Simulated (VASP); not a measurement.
# Ta (Im-3m) in VASP: notebook

Ta is run at these levels: PBEsol; tasks: single point, relaxation of volume and atoms at fixed shape.

All numbers are computed with VASP 6.6.1; they aren't measurements. Logs are shortened: lines on timing, memory, paths and dates and some standing lists are left out, and cuts for length are marked.

## Step 1: The cell of the first run

It takes space group Im-3m (No. 229, cubic). The conventional cell has a = 3.279 Å, b = 3.279 Å, c = 3.279 Å, α = 90.00°, β = 90.00°, γ = 90.00°. Ta (site symmetry m-3m) has 14 Ta at 2.84 to 3.28 Å within 3.7 Å.

## Step 2: Single point, PBEsol

Input file INCAR:

```
SYSTEM = Ta
ALGO = Normal
EDIFF = 1E-6
ENCUT = 520
GGA = PS
ISIF = 2
ISMEAR = 0
LASPH = .TRUE.
LCHARG = .FALSE.
LREAL = .FALSE.
LWAVE = .FALSE.
NBANDS = 12
NELM = 60
PREC = Accurate
SIGMA = 0.1
```

Input file KPOINTS:

```
k-points
0
G
  9 9 9
  0 0 0
```

Input file POSCAR:

```
Ta
1.0
   -1.6393309788      1.6393309788      1.6393309788
    1.6393309788     -1.6393309788      1.6393309788
    1.6393309788      1.6393309788     -1.6393309788
Ta
1
Direct
    0.0000000000      0.0000000000      0.0000000000
```

Potentials or basis: VASP PAW PBE potentials, release 64 (Ta_pv).

Started as:

```bash
$ cat potpaw_PBE.64/Ta_pv/POTCAR > POTCAR
$ mpirun -np 1 vasp_std > vasp.out
```

OUTCAR:

```text
SYSTEM = Ta
   EDIFF = 1E-6
   ENCUT = 520
   GGA = PS
   ISIF = 2
   ISMEAR = 0
   LASPH = .TRUE.
   LREAL = .FALSE.
   NELM = 60
   PREC = Accurate

 ion  position               nearest neighbor table
   1  0.000  0.000  0.000-

  LATTYP: Found a body centered cubic cell.
 ALAT       =     3.2786619576

  Lattice vectors:

 A1 = (  -1.6393309788,   1.6393309788,   1.6393309788)
 A2 = (   1.6393309788,  -1.6393309788,   1.6393309788)
 A3 = (   1.6393309788,   1.6393309788,  -1.6393309788)

Analysis of symmetry for initial positions (statically):
=====================================================================
 Subroutine PRICEL returns:
 Original cell was already a primitive cell.

 Routine SETGRP: Setting up the symmetry group for a
 body centered cubic supercell.

 Subroutine GETGRP returns: Found 48 space group operations
 (whereof 48 operations were pure point group operations)
 out of a pool of 48 trial point group operations.

The static configuration has the point symmetry O_h .

Analysis of symmetry for dynamics (positions and initial velocities):
=====================================================================
 Subroutine PRICEL returns:
 Original cell was already a primitive cell.

 Routine SETGRP: Setting up the symmetry group for a
 body centered cubic supercell.

 Subroutine GETGRP returns: Found 48 space group operations
 (whereof 48 operations were pure point group operations)
 out of a pool of 48 trial point group operations.

The dynamic configuration has the point symmetry O_h .

 Subroutine INISYM returns: Found 48 space group operations
 (whereof 48 operations are pure point group operations),
 and found     1 'primitive' translations

----------------------------------------------------------------------------------------

                                     Primitive cell

  volume of cell :      17.6222

  direct lattice vectors                    reciprocal lattice vectors
    -1.639330979  1.639330979  1.639330979     0.000000000  0.305002471  0.305002471
     1.639330979 -1.639330979  1.639330979     0.305002471  0.000000000  0.305002471
     1.639330979  1.639330979 -1.639330979     0.305002471  0.305002471  0.000000000

  length of vectors
     2.839404546  2.839404546  2.839404546     0.431338632  0.431338632  0.431338632

[... 84 lines left out ...]
   ISIF   =      2    stress and relaxation
   ISYM   =      2    0-nonsym 1-usesym 2-fastsym
   POTIM  = 0.5000    time-step for ionic-motion
   TEBEG  =    0.0;   TEEND  =   0.0 temperature during run
   PSTRESS=    0.0 pullay stress
   NELECT =      11.0000    total number of electrons
   NUPDOWN=      -1.0000    fix difference up-down
   EMIN   =  10.00;   EMAX   =-10.00  energy-range for DOS
   EFERMI =   0.00;   METHOD = LEGACY
   ISMEAR =     0;   SIGMA  =   0.10  broadening in eV -4-tet -1-fermi 0-gaus
   EFERMI_NEDOS =   21; number of points for ismear=-14 and -15
   IALGO  =     38    algorithm
   IMIX   =      4    mixing-type and parameters
     AMIX     =   0.40;   BMIX     =  1.00
     AMIX_MAG =   1.60;   BMIX_MAG =  1.00
  volume/ion in A,a.u.               =      17.62       118.92
  Fermi-wavevector in a.u.,A,eV,Ry     =   1.399112  2.643938 26.633592  1.957514
  Thomas-Fermi vector in A             =   2.522203
   LORBIT       =      0    0 simple, 1 ext, 2 COOP (PROOUT), +10 PAW based schemes
   GGA     = PS    functional components
   LHFCALC =     F    Hartree Fock is set to
   AEXX    =    0.0000 exact exchange contribution
   IVDW    =     0    specifies the selected vdW correction
   LEPSILON=     F    determine dielectric tensor
   LRPA    =     F    only Hartree local field effects (RPA)
 non-spin polarized calculation
 Gauss-broadening in eV      SIGMA  =   0.10
  energy-cutoff  :      520.00
  volume of cell :       17.62
 maximum number of plane-waves:       484
 NGX is ok and might be reduce to    24
   NGX = 11   NGY = 11   NGZ = 11

 number of electron      11.0000002 magnetization

 Free energy of the ion-electron system (eV)
  ---------------------------------------------------
  ext. energy  EPLUGINS =         0.00000000
  ---------------------------------------------------
  free energy    TOTEN  =       -12.53687796 eV

  energy without entropy =      -12.52513186  energy(sigma->0) =      -12.53100491

 E-fermi :   5.5671     XC(G=0): -12.8379

 val. band max:        5.5262607448   @ k =   0.3333   0.0000   0.0000
 cond. band min:       5.5749258316   @ k =  -0.2222   0.2222   0.1111
 fundamental gap:      0.0486650868
 Fermi energy:         5.5670927791

 k-point     1 :       0.0000    0.0000    0.0000
  band No.  band energies     occupation
      1     -27.4207      2.00000
      2     -27.4207      2.00000
      3     -27.4207      2.00000
      4      -2.5161      2.00000
      5       6.2274      0.00000
      6       6.2274      0.00000
      7       6.2274      0.00000
      8       9.5740      0.00000
      9       9.5740      0.00000
     10      20.2655      0.00000
     11      20.6393      0.00000
     12      20.6393      0.00000
[... 331 lines left out ...]
 k-point    24 :      -0.4444   -0.4444    0.1111
  band No.  band energies     occupation
      1     -28.5606      2.00000
      2     -28.0251      2.00000
      3     -27.6249      2.00000
      4       2.2400      2.00000
      5       4.7064      2.00000
      6       4.8705      2.00000
      7       8.1634      0.00000
      8      11.5833      0.00000
      9      14.6186      0.00000
     10      16.5124      0.00000
     11      20.2754      0.00000
     12      20.3975      0.00000

 [... further k-points ...]

------------------------ aborting loop because EDIFF is reached ----------------------------------------

  FORCE on cell =-STRESS in cart. coord.  units (eV):
  Direction    XX          YY          ZZ          XY          YZ          ZX
  --------------------------------------------------------------------------------------
  -------------------------------------------------------------------------------------
  Total        0.0212309      0.0212309      0.0212309     -0.0000000      0.0000000     -0.0000000
  in kB        1.9302702      1.9302702      1.9302702     -0.0000000      0.0000000     -0.0000000
  external PRESSURE =       1.9302702 kB  Pullay stress =       0.0000000 kB

 VOLUME and BASIS-vectors are now :
 -----------------------------------------------------------------------------
  energy-cutoff  :      520.00
  volume of cell :       17.62
      direct lattice vectors                 reciprocal lattice vectors
    -1.639330979  1.639330979  1.639330979     0.000000000  0.305002471  0.305002471
     1.639330979 -1.639330979  1.639330979     0.305002471  0.000000000  0.305002471
     1.639330979  1.639330979 -1.639330979     0.305002471  0.305002471  0.000000000

 POSITION                                       TOTAL-FORCE (eV/Angst)
 -----------------------------------------------------------------------------------
      0.00000      0.00000      0.00000        -0.000000      0.000000     -0.000000
 -----------------------------------------------------------------------------------
    total drift:                               -0.000000      0.000000     -0.000000

  FREE ENERGIE OF THE ION-ELECTRON SYSTEM (eV)
  ---------------------------------------------------
  free  energy   TOTEN  =       -12.5368779646 eV

  energy  without entropy=      -12.5251318587  energy(sigma->0) =      -12.53100491
```

OSZICAR:

```text
N       E                     dE             d eps       ncg     rms          rms(c)
DAV:   1     0.577043024481E+02    0.57704E+02   -0.59380E+03   840   0.871E+02
DAV:   2    -0.120996824154E+02   -0.69804E+02   -0.68051E+02   940   0.242E+02
DAV:   3    -0.130368201744E+02   -0.93714E+00   -0.92930E+00   980   0.269E+01
DAV:   4    -0.130390726668E+02   -0.22525E-02   -0.22523E-02   952   0.147E+00
DAV:   5    -0.130390799171E+02   -0.72503E-05   -0.72508E-05   992   0.793E-02    0.143E+01
DAV:   6    -0.126469876272E+02    0.39209E+00   -0.30104E-01   980   0.588E+00    0.697E+00
DAV:   7    -0.125384704927E+02    0.10852E+00   -0.25571E-01   964   0.493E+00    0.474E-01
DAV:   8    -0.125371195915E+02    0.13509E-02   -0.10437E-02   940   0.971E-01    0.253E-01
DAV:   9    -0.125368814250E+02    0.23817E-03   -0.63360E-04   940   0.266E-01    0.230E-02
DAV:  10    -0.125368782883E+02    0.31367E-05   -0.51927E-06   948   0.243E-02    0.391E-03
DAV:  11    -0.125368779646E+02    0.32366E-06   -0.91391E-08   548   0.278E-03
   1 F= -.12536878E+02 E0= -.12531005E+02  d E =-.117461E-01
```

stdout:

```text
POSCAR found type information on POSCAR Ta
 POSCAR found :  1 types and       1 ions
 scaLAPACK will be used
 -----------------------------------------------------------------------------
|                                                                             |
|                                                                             |
|     You enforced a specific xc type in the INCAR file but a different       |
|     I HOPE YOU KNOW WHAT YOU ARE DOING!                                     |
|                                                                             |
 -----------------------------------------------------------------------------

 LDA part: xc-table for (Slater+PW92), standard interpolation
 POSCAR, INCAR and KPOINTS ok, starting setup
 FFT: planning ... GRIDC
 FFT: planning ... GRID_SOFT
 FFT: planning ... GRID
 WAVECAR not read
 entering main loop
```

Wall time 12 s (1 thread of Intel Xeon 8259CL, shared host); peak memory 0.14 GiB.

What came out:

```yaml
Free_energy: -12.5369 eV
Pressure: 0.2 GPa
Band_gap_on_the_k_mesh: zero (an odd number of electrons rules out a gap without spin polarisation)
```

Caveat: the PAW data sets were made with another functional, which shifts forces and pressure a little; spin-orbit coupling is left out, which moves the levels of the heavy elements.

## Step 3: Relaxation of volume and atoms at fixed shape, PBEsol

This run uses another cell than the first one, of 18.01 Å³/atom.

Input file INCAR:

```
PREC = Accurate
ENCUT = 600
EDIFF = 1E-6
ISMEAR = 0
SIGMA = 0.1
LREAL = F
LASPH = T
NELM = 80
ALGO = Normal
ISIF = 8
LWAVE = F
LCHARG = F
GGA = PS
IBRION = 2
NSW = 60
EDIFFG = -0.01
```

Input file KPOINTS:

```
Automatic mesh
0
Gamma
  9 9 9
```

Input file POSCAR:

```
Ta
1.0
   -1.6512800000      1.6512800000      1.6512800000
    1.6512800000     -1.6512800000      1.6512800000
    1.6512800000      1.6512800000     -1.6512800000
Ta
1
Direct
    0.0000000000      0.0000000000      0.0000000000
```

Potentials or basis: VASP PAW PBE potentials, release 64 (Ta_pv).

Started as:

```bash
$ cat potpaw_PBE.64/Ta_pv/POTCAR > POTCAR
$ mpirun -np 1 vasp_std > vasp.out
```

Wall time 20 s (1 thread of Intel Xeon 8259CL, shared host); peak memory 0.15 GiB.

Results (log left out):

```yaml
Free_energy: -12.5372 eV
Relaxed_volume: 17.65 Å³/atom
Relaxed_cell: a = 2.841 Å, b = 2.841 Å, c = 2.841 Å, α = 109.47°, β = 109.47°, γ = 109.47°
Space_group_after_relaxing_to_0.1_Å: Im-3m (No. 229)
Energy_gained_by_relaxing: 4.4 meV/atom
Ionic_steps: 3
Pressure_after_relaxing: -0.1 GPa
Band_gap_on_the_k_mesh: zero (an odd number of electrons rules out a gap without spin polarisation)
```

The path:
```tsv
step	energy change (eV)	largest force (eV/Å)	pressure (GPa)	volume (Å³)
1	0.0000	0.0000	-3.76	18.01
2	0.0141	0.0000	8.73	16.93
3	-0.0044	0.0000	-0.06	17.65
```

Final structure:
```xyz
1
Lattice="-1.6400 1.6400 1.6400 1.6400 -1.6400 1.6400 1.6400 1.6400 -1.6400" Properties=species:S:1:pos:R:3 pbc="T T T"
Ta    0.0000    0.0000    0.0000
```

Levels at points of the mesh, in eV from the Fermi level:
| k point | band 1 | band 2 | band 3 | band 4 | band 5 | band 6 | band 7 | band 8 | band 9 |
| --- | --- | --- | --- | --- | --- | --- | --- | --- | --- |
| (0.00, 0.00, 0.00) | -32.99 | -32.99 | -32.99 | -8.08 | 0.66 | 0.66 | 0.66 | 4.00 | 4.00 |

Caveat: the PAW data sets were made with another functional, which shifts forces and pressure a little; spin-orbit coupling is left out, which moves the levels of the heavy elements.
